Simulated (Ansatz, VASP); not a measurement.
## Co: VASP beside Ansatz

```
CELL_PARAMETERS angstrom
2.37729 0.00000 0.00000
0.00000 2.37729 0.00000
0.00000 0.00000 2.37729
ATOMIC_POSITIONS crystal
Co 0.00000 0.00000 0.00000
```

Alike in both runs: functional BLYP; k mesh 14 × 14 × 14; occupations fermi-dirac, width 0.05 eV; collinear spin.

Ansatz relaxed the structure, and its values are those at the end. VASP's run is a single point on that final structure, the one shown.

|  | VASP | Ansatz |
| --- | --- | --- |
| version | VASP 6.6.1 | Ansatz 0.2.0 |
| potentials or method | VASP PAW PBE potentials, release 64 (Co), cutoff 520 eV | plane waves (420 eV) with PAW, scalar-relativistic |
| valence electrons in the cell | 9 | 17 |

|  | VASP | Ansatz | Ansatz less VASP |
| --- | --- | --- | --- |
| pressure (GPa) | -0.3 | 0.0 | +0.28 |
| net moment per atom (μB) | 1.88 | 1.88 | +0.005 |
| size of the moment on the site where the two differ most (μB) | 1.88 | 1.90 | +0.018 |

VASP's potentials were made for PBE, not for BLYP. Site moments also hang on the region over which each program counts them. VASP's potentials hold 9 valence electrons a cell and Ansatz's 17, so a difference there can come from the potentials and not from the codes.
